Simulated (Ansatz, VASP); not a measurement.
# One calculation of SrCl2, two programs

File INCAR:

```
SYSTEM = SrCl2
PREC = Accurate
ENCUT = 520
EDIFF = 1E-6
ISMEAR = 0
SIGMA = 0.05
LREAL = .False.
LASPH = .True.
NELM = 100
ALGO = Normal
ISIF = 2
LWAVE = .False.
LCHARG = .True.
GGA = PE
LELF = .True.
LVHAR = .True.
NBANDS = 19
```

File KPOINTS:

```
regular mesh
0
Gamma
  6 6 6
  0 0 0
```

POSCAR

```
SrCl2
1.0
    0.2286488000      3.4855000000      3.4855000000
    3.7141488000      0.0000000000      3.7141488000
    3.4855000000      3.4855000000      0.2286488000
Sr Cl
1 2
Direct
    0.0000000000      0.0000000000      0.0000000000
    0.2500000000      0.2500000000      0.2500000000
    0.7500000000      0.7500000000      0.7500000000
```

Input for Ansatz:

```yaml
crystal:
  lattice:
    - [0.2286488, 3.4855, 3.4855]
    - [3.7141488, 0.0, 3.7141488]
    - [3.4855, 3.4855, 0.2286488]
  atoms:
    - { symbol: Sr, position: [0.0, 0.0, 0.0] }
    - { symbol: Cl, position: [0.25, 0.25, 0.25] }
    - { symbol: Cl, position: [0.75, 0.75, 0.75] }
basis:
  ecutwfc: 420
kpoints:
  mp_grid: { grid: [6, 6, 6] }
hamiltonian:
  xc: pbe
scf:
  occupations: { method: gaussian, width: 0.05 }
output:
  forces: true
  stress: true
  eigenvalues: true
```

Change from the starting cell: strain +0.1312 x Voigt [0, 0, 0, 0, 1, 0], atoms carried along.

Alike in both runs: task single point; functional PBE; k mesh 6 × 6 × 6; occupations gaussian, width 0.05 eV; no spin polarisation.

|  | VASP | Ansatz |
| --- | --- | --- |
| version | VASP 6.6.1 | Ansatz 0.2.0 |
| potentials or method | VASP PAW PBE potentials, release 64 (Sr_sv, Cl), cutoff 520 eV | scalar-relativistic, plane waves, PAW |
| valence electrons in the cell | 24 | 24 |

VASP gave:

* gap on the k mesh at the Fermi level (eV): 5.37
* least direct gap on the mesh (eV): 5.57
* pressure (GPa): 2.0
* traceless stress, the component that is largest in VASP (GPa): -2.12
* rms of the force components (eV/Å): 0.170

Which values does Ansatz return?

gap on the k mesh at the Fermi level (eV): 5.38; least direct gap on the mesh (eV): 5.57; pressure (GPa): 1.9; traceless stress, the component that is largest in VASP (GPa): -2.05; rms of the force components (eV/Å): 0.164.

Atom by atom the forces differ by 0.006 eV/Å (rms over components).
